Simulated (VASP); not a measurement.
Here is a VASP 6.6.1 calculation.

POSCAR

```
Cu
1.0
   -1.4067234870      1.4067234870      1.3072773775
    1.4067234870     -1.4067234870      1.3072773775
    1.4067234870      1.4067234870     -1.3072773775
Cu
1
Direct
    0.0000000000      0.0000000000      0.0000000000
```

The input INCAR.step1:

```
ALGO = Normal
EDIFF = 1E-4
ENCUT = 520
GGA = PE
ISMEAR = 0
LASPH = T
LCHARG = F
LREAL = F
LWAVE = T
NBANDS = 12
NELM = 60
PREC = Accurate
SIGMA = 0.15
```

INCAR.step2

```
ALGO = Normal
EDIFF = 1E-6
ENCUT = 520
ISIF = 2
ISMEAR = 0
ISTART = 1
LASPH = T
LCHARG = T
LELF = T
LMIXTAU = T
LREAL = F
LVHAR = T
LWAVE = F
METAGGA = R2SCAN
NBANDS = 12
NELM = 60
PREC = Accurate
SIGMA = 0.15
```

Contents of KPOINTS:

```
k-points
0
Gamma
  24 24 24
```

Potentials or basis: VASP PAW PBE potentials, release 64 (Cu).

The run is started by

```console
$ cat potpaw_PBE.64/Cu/POTCAR > POTCAR
$ cp INCAR.step1 INCAR
$ mpirun -np 1 vasp_std > vasp.out
$ cp INCAR.step2 INCAR
$ mpirun -np 1 vasp_std > vasp.out
```

(1) Estimate the band gap on the k mesh.

(2) What does it give for the pressure?

## Answers

(1) zero (an odd number of electrons rules out a gap without spin polarisation).

(2) 22.6 GPa.

Caveat: the cell differs from its parent crystal (strain -0.025 along x and y, -0.050 along z); the cell stands under pressure; the PAW data sets were made with another functional, which shifts forces and pressure a little.
